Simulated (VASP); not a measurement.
# CoO: single point with RPBE

The system is CoO.

```
Co O
1.0
     2.99810    0.00000    0.00000
    -0.03590    2.99789    0.00000
    -1.48110   -1.49894    2.13263
Co O
1 1
Direct
  0.00000 0.00000 0.00000
  0.50000 0.50000 0.00000
```

```
Program                : VASP 6.6.1
Task                   : single point
Functional             : RPBE
Potentials or basis    : VASP PAW PBE potentials, release 64 (Co, O)
Cutoff                 : 520 eV
k mesh                 : 12 × 12 × 12
Occupations            : gaussian, width 0.05 eV
Spin                   : collinear spin, ferromagnetic start
Starting moments       : [2.0, 0.0] μB
Dipole correction      : no
Further INCAR settings : ALGO = Normal; EDIFF = 1e-06; NBANDS = 18
```

```yaml
Pressure: 5.9 GPa
Net_moment: 2.95 μB per cell
Site_moments: Co +2.59; O +0.31 μB
Valence_electrons_inside_the_program's_atomic_spheres: Co 7.80; O 5.00
```

Stress tensor (GPa, compression positive):
```
 5.83 -0.08  0.00
-0.08  5.83  0.00
 0.00  0.00  5.92
```

Levels at points of the mesh, in eV from the Fermi level:
Spin up:
```csv
k point,band 7,band 8,band 9,band 10,band 11,band 12
"(0.00, 0.00, 0.00)",-3.12,-3.12,-3.01,1.10,16.98,18.22
"(0.50, 0.00, 0.00)",-1.84,0.05,0.11,5.17,9.51,13.46
"(0.50, 0.50, 0.00)",-2.47,-2.18,-2.04,6.02,9.92,11.79
"(0.50, 0.50, 0.50)",-2.50,-2.19,-2.19,6.03,10.07,11.69
```
Spin down:
```csv
k point,band 2,band 3,band 4,band 5,band 6,band 7,band 8,band 9,band 10,band 11
"(0.00, 0.00, 0.00)",-2.58,-2.53,-2.53,-1.12,-1.12,-1.10,0.09,0.18,1.63,16.80
"(0.50, 0.00, 0.00)",-7.59,-4.65,-4.59,-0.16,-0.10,0.19,2.79,2.80,5.41,10.32
"(0.50, 0.50, 0.00)",-6.41,-3.85,-3.74,-2.23,0.08,0.14,0.58,1.10,6.90,10.37
"(0.50, 0.50, 0.50)",-6.40,-3.83,-3.83,-2.26,0.13,0.13,0.68,1.03,6.90,10.51
```

It took 2.8 min on 1 thread of Intel(R) Xeon(R) Platinum 8375C CPU @ 2.90GHz (Ice Lake), with other jobs on the host, peak memory 0.21 GiB.

Caveat: the cell stands under pressure; the PAW data sets were made with another functional, which shifts forces and pressure a little; a cell with one magnetic atom can't hold antiferromagnetic order, which such compounds often take; semilocal functionals often make such compounds metallic where correlation or magnetic order opens a gap, which also shifts bond lengths. With open d or f shells a metallic result of RPBE can be an artefact of self-interaction; +U or a hybrid may open a gap.
